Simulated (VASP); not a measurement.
Set up this calculation in VASP 6.6.1, as the native input.

```
Task                   : single point
Functional             : PBE
Dispersion             : D3(BJ)
Potentials or basis    : VASP PAW PBE potentials, release 64 (Al)
Cutoff                 : 520 eV
k mesh                 : 18 × 18 × 6
Occupations            : gaussian, width 0.15 eV
Spin                   : no spin polarisation
Dipole correction      : no
Further INCAR settings : ALGO = Normal; EDIFF = 1e-07; NBANDS = 14
```

The structure of Al lies in POSCAR:

```
Al
1.0
    2.9264310164      0.0000000000      0.0000000000
   -1.4632155083      2.5343636027      0.0000000000
    0.0000000000      0.0000000000      9.2311339983
Al
4
Direct
    0.0000000000      0.0000000000      0.0000000000
    0.3333333333      0.6666666667      0.2500000000
    0.0000000000      0.0000000000      0.5000000000
    0.6666666667      0.3333333333      0.7500000000
```

This isn't the form of Al at room conditions, which is fcc.

These files were run (other wordings do the same):

INCAR

```
ALGO = Normal
EDIFF = 1E-7
ENCUT = 520
GGA = PE
ISIF = 2
ISMEAR = 0
IVDW = 12
LASPH = True
LCHARG = False
LREAL = False
LWAVE = False
NBANDS = 14
NELM = 80
PREC = Accurate
SIGMA = 0.15
```

KPOINTS

```
k-points
0
Gamma
  18 18 6
```

Potentials or basis: VASP PAW PBE potentials, release 64 (Al).

Launch:

```console
$ cat potpaw_PBE.64/Al/POTCAR > POTCAR
$ mpirun -np 1 vasp_std > vasp.out
```

It gave:

- Pressure: -5.4 GPa
- Band gap on the k mesh: zero (bands 6 and 7 overlap by 5.89 eV)
- Dispersion energy per atom: -0.324 eV

Caveat: the cell stands under tension.

It took 2 min on 1 thread of Intel(R) Xeon(R) Platinum 8488C (Sapphire Rapids), on a shared host, peak memory 0.25 GiB.
